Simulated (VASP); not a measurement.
# Rb: single point with PBEsol

The system is Rb.

```
Rb
1.0
     4.89277    0.00000    0.00000
    -2.44638    4.23726    0.00000
     0.00000    0.00000    8.62432
Rb
2
Direct
  0.33333 0.66667 0.25000
  0.66667 0.33333 0.75000
```

This cell differs from its parent crystal: strained.

- Program: VASP 6.6.1
- Task: single point
- Functional: PBEsol
- Potentials or basis: VASP PAW PBE potentials, release 64 (Rb_sv)
- Cutoff: 520 eV
- k mesh: 9 × 9 × 6
- Occupations: gaussian, width 0.1 eV
- Spin: no spin polarisation
- Dipole correction: no
- Further INCAR settings: ALGO = Normal; EDIFF = 1e-07; NBANDS = 16

```
Pressure               : -0.1 GPa
Band gap on the k mesh : zero (band 9 reaches 1.11 eV, above the bottom of band 10 at -1.40 eV)
```

Stress tensor (GPa, compression positive):
```
 0.01  0.00  0.00
 0.00  0.01  0.00
 0.00  0.00 -0.25
```

Levels at points of the mesh, in eV from the Fermi level:
```tsv
k point	band 7	band 8	band 9	band 10	band 11	band 12
(0.00, 0.00, 0.00)	-12.89	-12.89	-2.00	-0.07	0.47	3.23
(0.00, 0.00, 0.50)	-12.89	-12.89	-1.39	-1.39	2.05	2.05
```

It took 60 s on 1 thread of Intel(R) Xeon(R) 6975P-C (Granite Rapids), with other jobs on the host, peak memory 0.32 GiB.

Caveat: the cell differs from its parent crystal (strained); the PAW data sets were made with another functional, which shifts forces and pressure a little.
